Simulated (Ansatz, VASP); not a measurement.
One calculation of SrMg2Bi2, two programs

```xyz
5
Lattice="4.8297 0.0000 0.0000 -2.4149 4.1827 0.0000 0.0000 0.0000 7.9829" Properties=species:S:1:pos:R:3 pbc="T T T"
Sr    0.0000    0.0000    0.0000
Mg    2.4149    1.3942    2.9939
Mg    0.0000    2.7884    4.9890
Bi    2.4149    1.3942    5.9611
Bi    0.0000    2.7884    2.0218
```

Alike in both runs: task single point; functional LDA; k mesh 9 × 9 × 4; occupations gaussian, width 0.03 eV; no spin polarisation.

|  | VASP | Ansatz |
| --- | --- | --- |
| version | VASP 6.6.1 | Ansatz 0.2.0 |
| potentials or method | VASP PAW LDA potentials, release 64 (Sr_sv, Mg, Bi_d), cutoff 520 eV | scalar-relativistic, plane waves, PAW |
| valence electrons in the cell | 44 | 60 |

Ansatz gave:

```
gap on the k mesh at the Fermi level (eV)                     : 0.38
least direct gap on the mesh (eV)                             : 0.38
pressure (GPa)                                                : -2.2
traceless stress, the component that is largest in VASP (GPa) : 0.06
rms of the force components (eV/Å)                            : 0.017
```

Q: Estimate VASP's values.

A: gap on the k mesh at the Fermi level (eV): 0.40; least direct gap on the mesh (eV): 0.40; pressure (GPa): -2.3; traceless stress, the component that is largest in VASP (GPa): 0.02; rms of the force components (eV/Å): 0.019.

LDA's correlation is that of Perdew and Zunger in VASP and of Perdew and Wang (1992) in Ansatz. Atom by atom the forces differ by 0.010 eV/Å (rms over components). VASP's potentials hold 44 valence electrons a cell and Ansatz's 60, so a difference there can come from the potentials and not from the codes.

Spin-orbit coupling is off throughout.
